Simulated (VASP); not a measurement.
# Se (P3_121) in VASP: single point with LDA

Aim: the single point of Se with LDA.

Everything below comes from runs of VASP 6.6.1. Logs are shortened: lines on timing, memory, paths and dates and some standing lists are left out, and cuts for length are marked.

### Step 1. The cell of the first run

It takes space group P3_121 (No. 152, trigonal). The conventional cell has a = 4.505 Å, b = 4.505 Å, c = 4.979 Å, α = 90.00°, β = 90.00°, γ = 120.00°. Within 3.1 Å of Se (site symmetry 2) lie 2 Se at 2.38 Å.

### Step 2. Single point, LDA

Input file INCAR:

```
SYSTEM = Se
PREC = Accurate
ENCUT = 520
EDIFF = 1E-7
ISMEAR = -1
SIGMA = 0.01
LREAL = .False.
LASPH = .True.
NELM = 60
ALGO = Normal
ISIF = 2
LWAVE = .False.
LCHARG = .False.
NBANDS = 16
```

Input file KPOINTS:

```
regular mesh
0
Gamma
  6 6 5
  0 0 0
```

Input file POSCAR:

```
Se
1.0
    4.5048207049      0.0000000000      0.0000000000
   -2.2524103524      3.9012891699      0.0000000000
    0.0000000000      0.0000000000      4.9787963167
Se
3
Direct
    0.2178929800      0.0000000000      0.3333333333
    0.0000000000      0.2178929800      0.6666666667
    0.7821070200      0.7821070200      0.0000000000
```

Potentials or basis: VASP PAW LDA potentials, release 64 (Se).

The run is started by

```console
> cat potpaw_LDA.64/Se/POTCAR > POTCAR
> mpirun -np 1 vasp_std > vasp.out
```

OUTCAR:

```text
SYSTEM = Se
   PREC = Accurate
   ENCUT = 520
   EDIFF = 1E-7
   ISMEAR = -1
   LREAL = .False.
   LASPH = .True.
   NELM = 60
   ISIF = 2

 ion  position               nearest neighbor table
   1  0.218  0.000  0.333-   3 2.38   2 2.38
   2  0.000  0.218  0.667-   3 2.38   1 2.38
   3  0.782  0.782  0.000-   2 2.38   1 2.38

  LATTYP: Found a hexagonal cell.
 ALAT       =     4.5048207049
 C/A-ratio  =     1.1052152001

  Lattice vectors:

 A1 = (   4.5048207049,   0.0000000000,   0.0000000000)
 A2 = (  -2.2524103524,   3.9012891699,   0.0000000000)
 A3 = (   0.0000000000,   0.0000000000,   4.9787963167)

Analysis of symmetry for initial positions (statically):
=====================================================================
 Subroutine PRICEL returns:
 Original cell was already a primitive cell.

 Routine SETGRP: Setting up the symmetry group for a
 hexagonal supercell.

 Subroutine GETGRP returns: Found  6 space group operations
 (whereof  2 operations were pure point group operations)
 out of a pool of 24 trial point group operations.

The static configuration has the point symmetry C_2 .
 The point group associated with its full space group is D_3 .

Analysis of symmetry for dynamics (positions and initial velocities):
=====================================================================
 Subroutine PRICEL returns:
 Original cell was already a primitive cell.

 Routine SETGRP: Setting up the symmetry group for a
 hexagonal supercell.

 Subroutine GETGRP returns: Found  6 space group operations
 (whereof  2 operations were pure point group operations)
 out of a pool of 24 trial point group operations.

The dynamic configuration has the point symmetry C_2 .
 The point group associated with its full space group is D_3 .

 Subroutine INISYM returns: Found  6 space group operations
 (whereof  2 operations are pure point group operations),
 and found     1 'primitive' translations

----------------------------------------------------------------------------------------

                                     Primitive cell

  volume of cell :      87.5004

  direct lattice vectors                    reciprocal lattice vectors
     4.504820705  0.000000000  0.000000000     0.221984417  0.128162763  0.000000000
    -2.252410352  3.901289170  0.000000000     0.000000000  0.256325526  0.000000000
     0.000000000  0.000000000  4.978796317     0.000000000  0.000000000  0.200851759

  length of vectors
     4.504820705  4.504820705  4.978796317     0.256325526  0.256325526  0.200851759

  position of ions in fractional coordinates (direct lattice)
     0.217892980  0.000000000  0.333333333
     0.000000000  0.217892980  0.666666667
     0.782107020  0.782107020  0.000000000

  ion indices of the primitive-cell ions
   primitive index   ion index
                 1           1
                 2           2
                 3           3

----------------------------------------------------------------------------------------

 KPOINTS: regular mesh

Automatic generation of k-mesh.
 Grid dimensions read from file:
 generate k-points for:    6    6    5

 Generating k-lattice:

  Cartesian coordinates                     Fractional coordinates (reciprocal lattice)
     0.036997403  0.021360461  0.000000000     0.166666667  0.000000000  0.000000000
     0.000000000  0.042720921  0.000000000     0.000000000  0.166666667  0.000000000
     0.000000000  0.000000000  0.040170352     0.000000000  0.000000000  0.200000000

  Length of vectors
     0.042720921  0.042720921  0.040170352

  Shift w.r.t. Gamma in fractional coordinates (k-lattice)
     0.000000000  0.000000000  0.000000000

 Subroutine IBZKPT returns following result:
 ===========================================

 Found     27 irreducible k-points:

 Following reciprocal coordinates:
            Coordinates               Weight
  0.000000  0.000000  0.000000      1.000000
  0.166667  0.000000  0.000000      6.000000
  0.333333  0.000000  0.000000      6.000000
  0.500000 -0.000000  0.000000      3.000000
  0.166667  0.166667  0.000000      6.000000
  0.333333  0.166667  0.000000     12.000000
[... 16 lines left out ...]
  0.500000 -0.000000  0.400000      6.000000
  0.166667  0.166667  0.400000     12.000000
 [... further k-points ...]
   k-points           NKPTS =     27   k-points in BZ     NKDIM =     27   number of bands    NBANDS=     16
   number of dos      NEDOS =    301   number of ions     NIONS =      3
   total plane-waves  NPLWV =  51840
   dimension x,y,z NGX =    36 NGY =   36 NGZ =   40
   dimension x,y,z NGXF=    72 NGYF=   72 NGZF=   80
   ions per type =               3
   NGX,Y,Z   is equivalent  to a cutoff of  13.29, 13.29, 13.36 a.u.
   NGXF,Y,Z  is equivalent  to a cutoff of  26.57, 26.57, 26.71 a.u.
 SYSTEM =  Se
   PREC   = accura    normal or accurate (medium, high low for compatibility)
   ISTART =      0    job   : 0-new  1-cont  2-samecut
   ICHARG =      2    charge: 1-file 2-atom 10-const
   ISPIN  =      1    spin polarized calculation?
   LNONCOLLINEAR =      F non collinear calculations
   LSORBIT =      F    spin-orbit coupling
   LASPH  =      T    aspherical Exc in radial PAW
   ENCUT  =  520.0 eV  38.22 Ry    6.18 a.u.   8.38  8.38  9.26*2*pi/ulx,y,z
   NELM   =     60;   NELMIN=  2; NELMDL= -5     # of ELM steps
   EDIFF  = 0.1E-06   stopping-criterion for ELM
   LREAL  =      F    real-space projection
   EDIFFG = 0.1E-05   stopping-criterion for IOM
   NSW    =      0    number of steps for IOM
   IBRION =     -1    ionic relax: 0-MD 1-quasi-New 2-CG
   NFREE  =      0    steps in history (QN), initial steepest desc. (CG)
   ISIF   =      2    stress and relaxation
   ISYM   =      2    0-nonsym 1-usesym 2-fastsym
   POTIM  = 0.5000    time-step for ionic-motion
   TEBEG  =    0.0;   TEEND  =   0.0 temperature during run
   PSTRESS=    0.0 pullay stress
   NELECT =      18.0000    total number of electrons
   NUPDOWN=      -1.0000    fix difference up-down
   EMIN   =  10.00;   EMAX   =-10.00  energy-range for DOS
   EFERMI =   0.00;   METHOD = LEGACY
   ISMEAR =    -1;   SIGMA  =   0.01  broadening in eV -4-tet -1-fermi 0-gaus
   EFERMI_NEDOS =   21; number of points for ismear=-14 and -15
   IALGO  =     38    algorithm
   IMIX   =      4    mixing-type and parameters
     AMIX     =   0.40;   BMIX     =  1.00
     AMIX_MAG =   1.60;   BMIX_MAG =  1.00
  volume/ion in A,a.u.               =      29.17       196.83
  Fermi-wavevector in a.u.,A,eV,Ry     =   0.966412  1.826254 12.707191  0.933952
  Thomas-Fermi vector in A             =   2.096211
   LORBIT       =      0    0 simple, 1 ext, 2 COOP (PROOUT), +10 PAW based schemes
   GGA     = CA    functional components
   LHFCALC =     F    Hartree Fock is set to
   AEXX    =    0.0000 exact exchange contribution
   IVDW    =     0    specifies the selected vdW correction
   LEPSILON=     F    determine dielectric tensor
   LRPA    =     F    only Hartree local field effects (RPA)
 non-spin polarized calculation
  energy-cutoff  :      520.00
  volume of cell :       87.50
 maximum number of plane-waves:      2389
 NGX is ok and might be reduce to    36
   NGX = 17   NGY = 17   NGZ = 19

 number of electron      18.0000000 magnetization

 Free energy of the ion-electron system (eV)
  ---------------------------------------------------
  ext. energy  EPLUGINS =         0.00000000
  ---------------------------------------------------
  free energy    TOTEN  =       -12.23915496 eV

  energy without entropy =      -12.23915496  energy(sigma->0) =      -12.23915496

 E-fermi :   2.1116     XC(G=0):  -8.8723

 val. band max:        1.8984659937   @ k =  -0.1667   0.5000   0.4000
 cond. band min:       3.2470211995   @ k =   0.0000   0.0000   0.4000
 fundamental gap:      1.3485552058
 Fermi energy:         2.1116091397

 k-point     1 :       0.0000    0.0000    0.0000
  band No.  band energies     occupation
      1     -13.6114      2.00000
      2      -9.6327      2.00000
      3      -9.6327      2.00000
      4      -1.8326      2.00000
      5      -1.8326      2.00000
      6      -1.5824      2.00000
[... 8 lines left out ...]
     15       8.4102      0.00000
     16      10.3480      0.00000

 k-point     2 :       0.1667    0.0000    0.0000
  band No.  band energies     occupation
      1     -13.5296      2.00000
      2      -9.7156      2.00000
      3      -9.6282      2.00000
      4      -2.3491      2.00000
      5      -2.0707      2.00000
      6      -1.4211      2.00000
[... 8 lines left out ...]
     15       9.0312      0.00000
     16      10.3393      0.00000

 k-point     3 :       0.3333    0.0000    0.0000
  band No.  band energies     occupation
      1     -13.3486      2.00000
      2      -9.9124      2.00000
      3      -9.6189      2.00000
      4      -2.7967      2.00000
      5      -2.3904      2.00000
      6      -1.3648      2.00000
[... 8 lines left out ...]
     15      10.2947      0.00000
     16      11.2331      0.00000

 k-point     4 :       0.5000   -0.0000    0.0000
  band No.  band energies     occupation
      1     -13.2473      2.00000
      2     -10.0284      2.00000
      3      -9.6140      2.00000
      4      -2.9092      2.00000
      5      -2.5247      2.00000
      6      -1.2032      2.00000
[... 8 lines left out ...]
     15      11.2898      0.00000
     16      11.3937      0.00000
[... 324 lines left out ...]
 k-point    22 :       0.0000    0.3333    0.4000
  band No.  band energies     occupation
      1     -12.6557      2.00000
      2     -11.8523      2.00000
      3      -8.2205      2.00000
      4      -3.3612      2.00000
      5      -2.3396      2.00000
      6      -1.7186      2.00000
[... 8 lines left out ...]
     15       9.6007      0.00000
     16      10.5573      0.00000

 k-point    23 :       0.5000   -0.0000    0.4000
  band No.  band energies     occupation
      1     -12.5749      2.00000
      2     -11.7869      2.00000
      3      -8.4268      2.00000
      4      -3.5455      2.00000
      5      -2.4769      2.00000
      6      -1.8777      2.00000
[... 8 lines left out ...]
     15      10.5109      0.00000
     16      10.7573      0.00000

 k-point    24 :       0.1667    0.1667    0.4000
  band No.  band energies     occupation
      1     -12.6980      2.00000
      2     -11.8770      2.00000
      3      -8.1304      2.00000
      4      -3.1845      2.00000
      5      -2.2801      2.00000
      6      -1.7031      2.00000
[... 8 lines left out ...]
     15       9.6765      0.00000
     16      10.1669      0.00000

 [... further k-points ...]

------------------------ aborting loop because EDIFF is reached ----------------------------------------

  FORCE on cell =-STRESS in cart. coord.  units (eV):
  Direction    XX          YY          ZZ          XY          YZ          ZX
  --------------------------------------------------------------------------------------
  -------------------------------------------------------------------------------------
  Total       -1.2195318     -1.2195318     -0.8776535     -0.0000000      0.0000000      0.0000000
  in kB      -22.3302565    -22.3302565    -16.0702878     -0.0000000      0.0000000      0.0000000
  external PRESSURE =     -20.2436002 kB  Pullay stress =       0.0000000 kB

 VOLUME and BASIS-vectors are now :
 -----------------------------------------------------------------------------
  energy-cutoff  :      520.00
  volume of cell :       87.50
      direct lattice vectors                 reciprocal lattice vectors
     4.504820705  0.000000000  0.000000000     0.221984417  0.128162763  0.000000000
    -2.252410352  3.901289170  0.000000000     0.000000000  0.256325526  0.000000000
     0.000000000  0.000000000  4.978796317     0.000000000  0.000000000  0.200851759

 POSITION                                       TOTAL-FORCE (eV/Angst)
 -----------------------------------------------------------------------------------
      0.98157      0.00000      1.65960         0.120371      0.000000     -0.000000
     -0.49078      0.85006      3.31920        -0.060186      0.104245      0.000000
      1.76163      3.05123      0.00000        -0.060186     -0.104245      0.000000
 -----------------------------------------------------------------------------------
    total drift:                                0.000000      0.000001     -0.000000

  FREE ENERGIE OF THE ION-ELECTRON SYSTEM (eV)
  ---------------------------------------------------
  free  energy   TOTEN  =       -12.2391549570 eV

  energy  without entropy=      -12.2391549570  energy(sigma->0) =      -12.23915496
```

It took 47 s on 1 thread of Intel Xeon 8259CL, shared host; peak memory 0.19 GiB.

What came out:

- Free energy: -12.2392 eV
- Pressure: -2.0 GPa
- Largest force: 0.120 eV/Å
- Band gap on the k mesh: 1.35 eV (least direct gap 1.45 eV)

Forces on the atoms (eV/Å):
```
Se   0.120  0.000  0.000
Se  -0.060  0.104  0.000
Se  -0.060 -0.104  0.000
```

Caveat: an odd mesh through Γ misses points on the zone boundary, where band edges can lie.
